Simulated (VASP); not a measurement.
Write the native input for VASP 6.6.1 that does the following.

| Item | Value |
| --- | --- |
| Task | single point |
| Functional | PBE |
| Potentials or basis | VASP PAW PBE potentials, release 64 (In_d, Sb, As) |
| Cutoff | 520 eV |
| k mesh | 4 × 4 × 2 |
| Occupations | gaussian, width 0.2 eV |
| Spin | no spin polarisation |
| Dipole correction | no |
| Further INCAR settings | ALGO = Normal; EDIFF = 1e-06; NBANDS = 36 |

The structure of In3Sb2As lies in POSCAR:

```
In3Sb2As
1.0
    4.3930454331      0.0000000027      0.0000000000
   -2.1965227188      3.8044889437      0.0000000000
    0.0000000000      0.0000000000     10.6094841871
In Sb As
3 2 1
Direct
    0.6666666667      0.3333333333      0.4149748117
    0.6666666667      0.3333333333      0.0944101082
    0.0000000000      0.0000000000      0.9267771288
    0.3333333333      0.6666666667      0.7170451451
    0.3333333333      0.6666666667      0.2478664447
    0.0000000000      0.0000000000      0.5989263514
```

The cell was generated, and may not be a known phase.

The input as run:

INCAR

```
PREC = Accurate
ENCUT = 520
EDIFF = 1E-6
ISMEAR = 0
SIGMA = 0.2
LREAL = False
LASPH = True
NELM = 80
ALGO = Normal
ISIF = 2
LWAVE = False
LCHARG = True
GGA = PE
LELF = True
LVHAR = True
NBANDS = 36
```

KPOINTS

```
regular mesh
0
Gamma
  4 4 2
```

Potentials or basis: VASP PAW PBE potentials, release 64 (In_d, Sb, As).

Command:

```bash
$ cat potpaw_PBE.64/In_d/POTCAR potpaw_PBE.64/Sb/POTCAR potpaw_PBE.64/As/POTCAR > POTCAR
$ mpirun -np 1 vasp_std > vasp.out
```

It gave:

| Quantity | Value |
| --- | --- |
| Pressure | 0.0 GPa |
| Largest force | 0.028 eV/Å |
| Band gap on the k mesh | zero (bands 27 and 28 overlap by 0.38 eV) |

Caveat: the k points lie up to 0.41 Å⁻¹ apart; semilocal functionals underestimate gaps, and a narrow one can read as zero; spin-orbit coupling is left out, which moves the levels of the heavy elements.

Run time: 41 s on 1 thread of Intel(R) Xeon(R) Platinum 8488C (Sapphire Rapids) (shared host), peak memory 0.32 GiB.
